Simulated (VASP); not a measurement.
# CdTe (I-4m2) in VASP: further runs, part 2 of 2

VASP 6.6.1. Earlier steps stand in the parts before.

### 3 Single point, PBE (strain +0.0150 x Voigt [0, 0, 1, 0, 0, 0])

The input, INCAR:

```
SYSTEM = CdTe
ALGO = Normal
EDIFF = 1E-6
ENCUT = 520
GGA = PE
ISIF = 2
ISMEAR = 0
LASPH = .TRUE.
LCHARG = .FALSE.
LREAL = .FALSE.
LWAVE = .FALSE.
NBANDS = 16
NELM = 100
PREC = Accurate
SIGMA = 0.05
```

The input, KPOINTS:

```
k-points
0
G
  8 8 8
  0 0 0
```

The input, POSCAR:

```
CdTe
1.0
    0.0000000000      3.2050000000      3.2530750000
    3.2050000000      0.0000000000      3.2530750000
    3.2050000000      3.2050000000      0.0000000000
Cd Te
1 1
Direct
    0.0000000000      0.0000000000      0.0000000000
    0.7500000000      0.7500000000      0.7500000000
```

Potentials or basis: VASP PAW PBE potentials, release 64 (Cd, Te).

Command:

```
> cat potpaw_PBE.64/Cd/POTCAR potpaw_PBE.64/Te/POTCAR > POTCAR
> mpirun -np 1 vasp_std > vasp.out
```

OUTCAR:

```text
SYSTEM = CdTe
   EDIFF = 1E-6
   ENCUT = 520
   GGA = PE
   ISIF = 2
   ISMEAR = 0
   LASPH = .TRUE.
   LREAL = .FALSE.
   NELM = 100
   PREC = Accurate

 ion  position               nearest neighbor table
   1  0.000  0.000  0.000-   2 2.79   2 2.79   2 2.79   2 2.79
   2  0.750  0.750  0.750-   1 2.79   1 2.79   1 2.79   1 2.79

  LATTYP: Found a body centered tetragonal cell.
 ALAT       =     4.5325544674
 C/A-ratio  =     1.4354267658

  Lattice vectors:

 A1 = (  -3.2050000000,   0.0000000000,   3.2530750000)
[... 627 lines left out ...]
      4      -5.5888      2.00000
      5      -5.5494      2.00000
      6      -5.4096      2.00000
[... 8 lines left out ...]
     15      11.7541      0.00000
     16      12.3680      0.00000

 [... further k-points ...]
[... 5 lines left out ...]
  --------------------------------------------------------------------------------------
  -------------------------------------------------------------------------------------
  Total        1.5309188      1.5309188      1.4430784      0.0000000      0.0000000      0.0000000
  in kB       36.7013982     36.7013982     34.5955611      0.0000000      0.0000000      0.0000000
  external PRESSURE =      35.9994525 kB  Pullay stress =       0.0000000 kB

 VOLUME and BASIS-vectors are now :
 -----------------------------------------------------------------------------
  energy-cutoff  :      520.00
  volume of cell :       66.83
      direct lattice vectors                 reciprocal lattice vectors
     0.000000000  3.205000000  3.253075000    -0.156006240  0.156006240  0.153700729
     3.205000000  0.000000000  3.253075000     0.156006240 -0.156006240  0.153700729
     3.205000000  3.205000000  0.000000000     0.156006240  0.156006240 -0.153700729

 POSITION                                       TOTAL-FORCE (eV/Angst)
 -----------------------------------------------------------------------------------
      0.00000      0.00000      0.00000         0.000000      0.000000      0.000000
      4.80750      4.80750      4.87961        -0.000000     -0.000000     -0.000000
 -----------------------------------------------------------------------------------
    total drift:                                0.000000      0.000000      0.000001

  FREE ENERGIE OF THE ION-ELECTRON SYSTEM (eV)
  ---------------------------------------------------
  free  energy   TOTEN  =        -4.7509006422 eV

  energy  without entropy=       -4.7509006422  energy(sigma->0) =       -4.75090064
```

OSZICAR:

```text
N       E                     dE             d eps       ncg     rms          rms(c)
DAV:   1     0.101373074018E+03    0.10137E+03   -0.84225E+03  1912   0.979E+02
DAV:   2    -0.144322858175E+01   -0.10282E+03   -0.97538E+02  2296   0.237E+02
DAV:   3    -0.494690909107E+01   -0.35037E+01   -0.34991E+01  2320   0.456E+01
DAV:   4    -0.497904731053E+01   -0.32138E-01   -0.32137E-01  2888   0.384E+00
DAV:   5    -0.497914059386E+01   -0.93283E-04   -0.93283E-04  2432   0.182E-01    0.584E+00
DAV:   6    -0.476528052949E+01    0.21386E+00   -0.36974E-01  2296   0.744E+00    0.473E+00
DAV:   7    -0.474965511239E+01    0.15625E-01   -0.11078E-01  2296   0.217E+00    0.177E+00
DAV:   8    -0.475050289439E+01   -0.84778E-03   -0.11205E-02  2128   0.122E+00    0.486E-01
DAV:   9    -0.475080718964E+01   -0.30430E-03   -0.95391E-04  2288   0.333E-01    0.116E-01
DAV:  10    -0.475086427244E+01   -0.57083E-04   -0.11398E-04  2424   0.102E-01    0.559E-02
DAV:  11    -0.475090162744E+01   -0.37355E-04   -0.73877E-05  2152   0.588E-02    0.349E-02
DAV:  12    -0.475090064223E+01    0.98521E-06   -0.30212E-06  2352   0.156E-02
   1 F= -.47509006E+01 E0= -.47509006E+01  d E =-.252097E-16
```

stdout:

```text
POSCAR found type information on POSCAR CdTe
 POSCAR found :  2 types and       2 ions
 scaLAPACK will be used
 LDA part: xc-table for (Slater+PW92), standard interpolation
 POSCAR, INCAR and KPOINTS ok, starting setup
 FFT: planning ... GRIDC
 FFT: planning ... GRID_SOFT
 FFT: planning ... GRID
 WAVECAR not read
 entering main loop
```

Wall time 21 s (1 thread of Intel Xeon 6975P-C (Granite Rapids), shared host); peak memory 0.24 GiB.

What came out:

| Quantity | Value |
| --- | --- |
| Free energy | -4.7509 eV |
| Pressure | 3.6 GPa |
| Band gap on the k mesh | 0.81 eV |

Stress tensor (GPa, compression positive):
```
3.67 0.00 0.00
0.00 3.67 0.00
0.00 0.00 3.46
```

Caveat: the cell differs from its parent crystal (strain +0.0150 x Voigt [0, 0, 1, 0, 0, 0]); the cell stands under pressure; spin-orbit coupling is left out, which moves the levels of the heavy elements.

### 4 Single point, PBE (strain +0.0300 x Voigt [0, 0, 1, 0, 0, 0])

The input, INCAR:

```
  ALGO = Normal
  EDIFF = 1E-6
  ENCUT = 520
  GGA = PE
  ISIF = 2
  ISMEAR = 0
  LASPH = T
  LCHARG = F
  LREAL = F
  LWAVE = F
  NBANDS = 16
  NELM = 60
  PREC = Accurate
  SIGMA = 0.05
```

The input, KPOINTS:

```
k-points
0
Gamma
  8 8 8
```

The input, POSCAR:

```
CdTe
1.0
    0.0000000000      3.2050000000      3.3011500000
    3.2050000000      0.0000000000      3.3011500000
    3.2050000000      3.2050000000      0.0000000000
Cd Te
1 1
Direct
    0.0000000000      0.0000000000      0.0000000000
    0.7500000000      0.7500000000      0.7500000000
```

Command:

```
> cat potpaw_PBE.64/Cd/POTCAR potpaw_PBE.64/Te/POTCAR > POTCAR
> mpirun -np 1 vasp_std > vasp.out
```

Wall time 23 s (1 thread of Intel Xeon 6975P-C (Granite Rapids), shared host); peak memory 0.24 GiB.

Results (log left out):

- Free energy: -4.7694 eV
- Pressure: 2.9 GPa
- Band gap on the k mesh: 0.75 eV

Stress tensor (GPa, compression positive):
```
3.01 0.00 0.00
0.00 3.01 0.00
0.00 0.00 2.56
```

Levels at points of the mesh, in eV from the valence-band top:
| k point | band 6 | band 7 | band 8 | band 9 | band 10 | band 11 | band 12 | band 13 |
| --- | --- | --- | --- | --- | --- | --- | --- | --- |
| (0.00, 0.00, 0.00) | -8.07 | -0.10 | 0.00 | 0.00 | 0.75 | 4.57 | 4.57 | 4.58 |
| (0.50, 0.00, 0.00) | -7.71 | -4.47 | -0.89 | -0.74 | 1.78 | 5.08 | 5.24 | 7.06 |
| (0.50, 0.50, 0.00) | -7.61 | -4.45 | -1.82 | -1.82 | 2.65 | 2.79 | 8.68 | 9.12 |
| (0.50, 0.00, 0.50) | -7.56 | -4.31 | -1.97 | -1.93 | 2.53 | 2.56 | 8.89 | 8.99 |

Caveat: the cell differs from its parent crystal (strain +0.0300 x Voigt [0, 0, 1, 0, 0, 0]); spin-orbit coupling is left out, which moves the levels of the heavy elements.

### 5 Single point, PBE (strain +0.0450 x Voigt [0, 0, 1, 0, 0, 0])

The input, INCAR:

```
  PREC = Accurate
  ENCUT = 520
  EDIFF = 1E-6
  ISMEAR = 0
  SIGMA = 0.05
  LREAL = F
  LASPH = T
  NELM = 60
  ALGO = Normal
  ISIF = 2
  LWAVE = F
  LCHARG = F
  GGA = PE
  NBANDS = 16
```

The input, KPOINTS:

```
Automatic mesh
0
Gamma
  8 8 8
```

The input, POSCAR:

```
CdTe
1.0
    0.0000000000      3.2050000000      3.3492250000
    3.2050000000      0.0000000000      3.3492250000
    3.2050000000      3.2050000000      0.0000000000
Cd Te
1 1
Direct
    0.0000000000      0.0000000000      0.0000000000
    0.7500000000      0.7500000000      0.7500000000
```

Potentials or basis: VASP PAW PBE potentials, release 64 (Cd, Te).

Command:

```
> cat potpaw_PBE.64/Cd/POTCAR potpaw_PBE.64/Te/POTCAR > POTCAR
> mpirun -np 1 vasp_std > vasp.out
```

OUTCAR:

```text
PREC = Accurate
   ENCUT = 520
   EDIFF = 1E-6
   ISMEAR = 0
   LREAL = F
   LASPH = T
   NELM = 60
   ISIF = 2
   GGA = PE

 ion  position               nearest neighbor table
   1  0.000  0.000  0.000-   2 2.82   2 2.82   2 2.82   2 2.82
   2  0.750  0.750  0.750-   1 2.82   1 2.82   1 2.82   1 2.82

  LATTYP: Found a body centered tetragonal cell.
 ALAT       =     4.5325544674
 C/A-ratio  =     1.4778531727

  Lattice vectors:

 A1 = (  -3.2050000000,   0.0000000000,   3.3492250000)
 A2 = (   3.2050000000,   0.0000000000,   3.3492250000)
 A3 = (   0.0000000000,   3.2050000000,  -3.3492250000)

Analysis of symmetry for initial positions (statically):
=====================================================================
 Subroutine PRICEL returns:
 Original cell was already a primitive cell.

 Routine SETGRP: Setting up the symmetry group for a
 body centered tetragonal supercell.

 Subroutine GETGRP returns: Found  8 space group operations
 (whereof  8 operations were pure point group operations)
 out of a pool of 16 trial point group operations.

The static configuration has the point symmetry D_2d.

Analysis of symmetry for dynamics (positions and initial velocities):
=====================================================================
 Subroutine PRICEL returns:
 Original cell was already a primitive cell.

 Routine SETGRP: Setting up the symmetry group for a
 body centered tetragonal supercell.

 Subroutine GETGRP returns: Found  8 space group operations
 (whereof  8 operations were pure point group operations)
 out of a pool of 16 trial point group operations.

The dynamic configuration has the point symmetry D_2d.

 Subroutine INISYM returns: Found  8 space group operations
 (whereof  8 operations are pure point group operations),
 and found     1 'primitive' translations

----------------------------------------------------------------------------------------
[... 106 lines left out ...]
   EMIN   =  10.00;   EMAX   =-10.00  energy-range for DOS
   EFERMI =   0.00;   METHOD = LEGACY
   ISMEAR =     0;   SIGMA  =   0.05  broadening in eV -4-tet -1-fermi 0-gaus
   EFERMI_NEDOS =   21; number of points for ismear=-14 and -15
   IALGO  =     38    algorithm
   IMIX   =      4    mixing-type and parameters
     AMIX     =   0.40;   BMIX     =  1.00
     AMIX_MAG =   1.60;   BMIX_MAG =  1.00
  volume/ion in A,a.u.               =      34.40       232.17
  Fermi-wavevector in a.u.,A,eV,Ry     =   1.047021  1.978583 14.915437  1.096254
  Thomas-Fermi vector in A             =   2.181884
   LORBIT       =      0    0 simple, 1 ext, 2 COOP (PROOUT), +10 PAW based schemes
   GGA     = PE    functional components
   LHFCALC =     F    Hartree Fock is set to
   AEXX    =    0.0000 exact exchange contribution
   IVDW    =     0    specifies the selected vdW correction
   LEPSILON=     F    determine dielectric tensor
   LRPA    =     F    only Hartree local field effects (RPA)
 non-spin polarized calculation
 Gauss-broadening in eV      SIGMA  =   0.05
  energy-cutoff  :      520.00
  volume of cell :       68.81
 maximum number of plane-waves:      1876
 NGX is ok and might be reduce to    36
   NGX = 17   NGY = 17   NGZ = 17

 number of electron      18.0000001 magnetization

 Free energy of the ion-electron system (eV)
  ---------------------------------------------------
  ext. energy  EPLUGINS =         0.00000000
  ---------------------------------------------------
  free energy    TOTEN  =        -4.78248489 eV

  energy without entropy =       -4.78248489  energy(sigma->0) =       -4.78248489

 E-fermi :   2.5685     XC(G=0):  -8.5381

 val. band max:        2.2962291543   @ k =   0.0000   0.0000   0.0000
 cond. band min:       2.9763083027   @ k =   0.0000   0.0000   0.0000
 fundamental gap:      0.6800791483
 Fermi energy:         2.5684984225

 k-point     1 :       0.0000    0.0000    0.0000
  band No.  band energies     occupation
      1      -8.8613      2.00000
      2      -6.0076      2.00000
      3      -5.9962      2.00000
      4      -5.9962      2.00000
      5      -5.7516      2.00000
      6      -5.7459      2.00000
[... 433 lines left out ...]
      3      -5.9306      2.00000
      4      -5.7752      2.00000
      5      -5.7379      2.00000
      6      -5.5932      2.00000
[... 8 lines left out ...]
     15      11.4548      0.00000
     16      12.0961      0.00000

 [... further k-points ...]
[... 5 lines left out ...]
  --------------------------------------------------------------------------------------
  -------------------------------------------------------------------------------------
  Total        1.0344734      1.0344734      0.7249833      0.0000000      0.0000000      0.0000000
  in kB       24.0879314     24.0879314     16.8813894      0.0000000      0.0000000      0.0000000
  external PRESSURE =      21.6857508 kB  Pullay stress =       0.0000000 kB

 VOLUME and BASIS-vectors are now :
 -----------------------------------------------------------------------------
  energy-cutoff  :      520.00
  volume of cell :       68.81
      direct lattice vectors                 reciprocal lattice vectors
     0.000000000  3.205000000  3.349225000    -0.156006240  0.156006240  0.149288268
     3.205000000  0.000000000  3.349225000     0.156006240 -0.156006240  0.149288268
     3.205000000  3.205000000  0.000000000     0.156006240  0.156006240 -0.149288268

 POSITION                                       TOTAL-FORCE (eV/Angst)
 -----------------------------------------------------------------------------------
      0.00000      0.00000      0.00000         0.000000      0.000000      0.000000
      4.80750      4.80750      5.02384        -0.000000     -0.000000     -0.000000
 -----------------------------------------------------------------------------------
    total drift:                                0.000000      0.000000      0.000001

  FREE ENERGIE OF THE ION-ELECTRON SYSTEM (eV)
  ---------------------------------------------------
  free  energy   TOTEN  =        -4.7824848870 eV

  energy  without entropy=       -4.7824848870  energy(sigma->0) =       -4.78248489
```

OSZICAR:

```text
N       E                     dE             d eps       ncg     rms          rms(c)
DAV:   1     0.102475166794E+03    0.10248E+03   -0.82790E+03  1912   0.971E+02
DAV:   2    -0.141129806948E+01   -0.10389E+03   -0.98639E+02  2264   0.239E+02
DAV:   3    -0.498021911430E+01   -0.35689E+01   -0.35643E+01  2272   0.460E+01
DAV:   4    -0.501325649707E+01   -0.33037E-01   -0.33036E-01  2952   0.390E+00
DAV:   5    -0.501332743036E+01   -0.70933E-04   -0.70933E-04  2368   0.172E-01    0.549E+00
DAV:   6    -0.479664234142E+01    0.21669E+00   -0.37273E-01  2240   0.726E+00    0.450E+00
DAV:   7    -0.478118554194E+01    0.15457E-01   -0.10747E-01  2272   0.211E+00    0.172E+00
DAV:   8    -0.478207425456E+01   -0.88871E-03   -0.10665E-02  2104   0.117E+00    0.468E-01
DAV:   9    -0.478239297098E+01   -0.31872E-03   -0.96798E-04  2320   0.327E-01    0.107E-01
DAV:  10    -0.478244707197E+01   -0.54101E-04   -0.11169E-04  2432   0.103E-01    0.555E-02
DAV:  11    -0.478248584539E+01   -0.38773E-04   -0.79318E-05  2224   0.576E-02    0.379E-02
DAV:  12    -0.478248488695E+01    0.95844E-06   -0.32096E-06  2248   0.146E-02
   1 F= -.47824849E+01 E0= -.47824849E+01  d E =-.146001E-16
```

Wall time 21 s (1 thread of Intel Xeon 6975P-C (Granite Rapids), shared host); peak memory 0.24 GiB.

What came out:

| Item | Value |
| --- | --- |
| Free energy | -4.7825 eV |
| Pressure | 2.2 GPa |
| Band gap on the k mesh | 0.68 eV |

Stress tensor (GPa, compression positive):
```
2.41 0.00 0.00
0.00 2.41 0.00
0.00 0.00 1.69
```

Caveat: the cell differs from its parent crystal (strain +0.0450 x Voigt [0, 0, 1, 0, 0, 0]); spin-orbit coupling is left out, which moves the levels of the heavy elements.

### 6 Single point, PBE (strain +0.0525 x Voigt [0, 0, 1, 0, 0, 0])

The input, INCAR:

```
PREC = Accurate
ENCUT = 520
EDIFF = 1E-6
ISMEAR = 0
SIGMA = 0.05
LREAL = F
LASPH = T
NELM = 60
ALGO = Normal
ISIF = 2
LWAVE = F
LCHARG = T
GGA = PE
LELF = T
LVHAR = T
NBANDS = 16
```

KPOINTS is that of step 5.

The input, POSCAR:

```
CdTe
1.0
    0.0000000000      3.2050000000      3.3732625000
    3.2050000000      0.0000000000      3.3732625000
    3.2050000000      3.2050000000      0.0000000000
Cd Te
1 1
Direct
    0.0000000000      0.0000000000      0.0000000000
    0.7500000000      0.7500000000      0.7500000000
```

Potentials or basis: VASP PAW PBE potentials, release 64 (Cd, Te).

Command:

```
> cat potpaw_PBE.64/Cd/POTCAR potpaw_PBE.64/Te/POTCAR > POTCAR
> mpirun -np 1 vasp_std > vasp.out
```

Run time: 21 s. Hardware: 1 thread of Intel Xeon 6975P-C (Granite Rapids), shared host; peak memory 0.24 GiB.

The run converged. Its results:

```yaml
Free_energy: -4.7870 eV
Pressure: 1.8 GPa
Band_gap_on_the_k_mesh: 0.65 eV
```

Stress tensor (GPa, compression positive):
```
2.13 0.00 0.00
0.00 2.13 0.00
0.00 0.00 1.27
```

Levels at points of the mesh, in eV from the valence-band top:
| k point | band 7 | band 8 | band 9 | band 10 | band 11 | band 12 |
| --- | --- | --- | --- | --- | --- | --- |
| (0.00, 0.00, 0.00) | -0.18 | 0.00 | 0.00 | 0.65 | 4.57 | 4.57 |
| (0.50, 0.00, 0.00) | -4.37 | -0.93 | -0.68 | 1.72 | 5.02 | 5.29 |
| (0.50, 0.50, 0.00) | -4.43 | -1.71 | -1.71 | 2.73 | 2.87 | 8.43 |
| (0.50, 0.00, 0.50) | -4.19 | -1.96 | -1.89 | 2.49 | 2.53 | 8.74 |

Caveat: the cell differs from its parent crystal (strain +0.0525 x Voigt [0, 0, 1, 0, 0, 0]); spin-orbit coupling is left out, which moves the levels of the heavy elements.

### 7 Overview

```tsv
cell	gap on the mesh (eV)	pressure (GPa)
a = 4.499, b = 4.499, c = 4.533 Å, angles 59.8, 59.8, 60.5°, 2 atoms	0.89	5.2
a = 4.567, b = 4.567, c = 4.533 Å, angles 60.2, 60.2, 59.5°, 2 atoms	0.81	3.6
a = 4.601, b = 4.601, c = 4.533 Å, angles 60.5, 60.5, 59.0°, 2 atoms	0.75	2.9
a = 4.636, b = 4.636, c = 4.533 Å, angles 60.7, 60.7, 58.5°, 2 atoms	0.68	2.2
a = 4.653, b = 4.653, c = 4.533 Å, angles 60.9, 60.9, 58.3°, 2 atoms	0.65	1.8
```

Alike in all rows: task single point; level PBE; potentials or basis VASP PAW PBE potentials, release 64 (Cd, Te); no spin polarisation; k mesh 8 × 8 × 8; cutoff (eV) 520; smearing gaussian 0.05 eV.

Caveats: spin-orbit coupling is left out, which moves the levels of the heavy elements; the cell stands under pressure (at least some runs).

Absolute energies hang on the potentials; compare differences alone.
